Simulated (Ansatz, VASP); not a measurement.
# Bi in VASP and in Ansatz

The input INCAR:

```
ALGO = Fast
EDIFF = 1E-6
ENCUT = 520
GGA = PS
ISIF = 2
ISMEAR = 0
LASPH = T
LCHARG = F
LREAL = F
LWAVE = F
NBANDS = 14
NELM = 100
PREC = Accurate
SIGMA = 0.05
```

The input KPOINTS:

```
k-points
0
Gamma
  12 12 12
```

File POSCAR:

```
Bi
1.0
   -4.1243475838      4.1243475838      1.5244121982
    4.1243475838     -4.1243475838      1.5244121982
    4.1243475838      4.1243475838     -1.5244121982
Bi
1
Direct
    0.0000000000      0.0000000000      0.0000000000
```

Input for Ansatz:

```yaml
crystal:
  lattice:
    - [-4.1243475838, 4.1243475838, 1.5244121982]
    - [4.1243475838, -4.1243475838, 1.5244121982]
    - [4.1243475838, 4.1243475838, -1.5244121982]
  atoms:
    - { symbol: Bi, position: [0.0, 0.0, 0.0] }
basis:
  ecutwfc: 420
kpoints:
  mp_grid: { grid: [12, 12, 12] }
hamiltonian:
  xc: pbesol
scf:
  occupations: { method: gaussian, width: 0.05 }
output:
  forces: true
  stress: true
  eigenvalues: true
```

Alike in both runs: task single point; functional PBEsol; k mesh 12 × 12 × 12; occupations gaussian, width 0.05 eV; no spin polarisation.

|  | VASP | Ansatz |
| --- | --- | --- |
| version | VASP 6.6.1 | Ansatz 0.2.0 |
| potentials or method | VASP PAW PBE potentials, release 64 (Bi_d), cutoff 520 eV | scalar-relativistic, plane waves, PAW |
| valence electrons in the cell | 15 | 15 |

```csv
,VASP,Ansatz,Ansatz less VASP
gap on the k mesh at the Fermi level (eV),none,none,-
pressure (GPa),-1.9,-1.9,+0.03
"traceless stress, the component that is largest in VASP (GPa)",-3.31,-3.31,-0.007
```

VASP's potentials were made for PBE, not for PBEsol. A gap of «none» marks a metal or a gap that the smearing closes. With one functional, cell and mesh, what is left measures potentials, basis and numerics.

Neither program's run includes spin-orbit coupling.
